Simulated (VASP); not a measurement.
Input of a VASP 6.6.1 run:

Contents of INCAR:

```
PREC = Accurate
ENCUT = 520
EDIFF = 1E-6
ISMEAR = -1
SIGMA = 0.1
LREAL = False
LASPH = True
NELM = 60
ALGO = Normal
ISIF = 2
LWAVE = False
LCHARG = False
GGA = B5
ALDAX = 1.0
AGGAX = 1.0
AGGAC = 1.0
ALDAC = 0.0
NBANDS = 25
```

KPOINTS

```
Automatic mesh
0
Gamma
  8 8 11
```

POSCAR

```
Cd
1.0
    5.5461525086      0.0000000000      0.0000000000
   -2.7730762543      4.8031089657      0.0000000000
    0.0000000000      0.0000000000      3.2082518583
Cd
3
Direct
    0.0000000000      0.0000000000      0.0000000000
    0.3333333333      0.6666666667      0.5000000000
    0.6666666667      0.3333333333      0.5000000000
```

Potentials or basis: VASP PAW PBE potentials, release 64 (Cd).

Launch:

```console
$ cat potpaw_PBE.64/Cd/POTCAR > POTCAR
$ mpirun -np 1 vasp_std > vasp.out
```

Question: Estimate the pressure.

Answer: 0.1 GPa.

Question: What does it give for the band gap on the k mesh?

Answer: Zero (bands 18 and 19 overlap by 3.61 eV).

Caveat: the PAW data sets were made with another functional, which shifts forces and pressure a little.
